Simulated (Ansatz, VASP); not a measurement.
**TiC: VASP beside Ansatz**

```
Ti C
1.0
     0.00000    2.35085    1.83367
     2.35085    0.00000    1.83367
     2.35085    2.35085    0.00000
Ti C
1 1
Direct
  0.00000 0.00000 0.00000
  0.50000 0.50000 0.50000
```

Alike in both runs: task single point; functional PBEsol; k mesh 20 × 20 × 20; no spin polarisation.

```csv
,VASP,Ansatz
version,VASP 6.6.1,Ansatz 0.2.0
potentials or method,"VASP PAW PBE potentials, release 64 (Ti_sv, C), cutoff 520 eV","scalar-relativistic, plane waves, PAW"
occupations,"methfessel-paxton of order 1, width 0.1 eV","cold, width 0.1 eV"
valence electrons in the cell,16,16
```

Ansatz gave:

* gap on the k mesh at the Fermi level (eV): none
* pressure (GPa): 24.1
* traceless stress, the component that is largest in VASP (GPa): 102.86

**Question.** Estimate VASP's values.

**Answer.** gap on the k mesh at the Fermi level (eV): none; pressure (GPa): 24.1; traceless stress, the component that is largest in VASP (GPa): 102.72.

VASP's potentials were made for PBE, not for PBEsol. A gap of «none» marks a metal or a gap that the smearing closes.
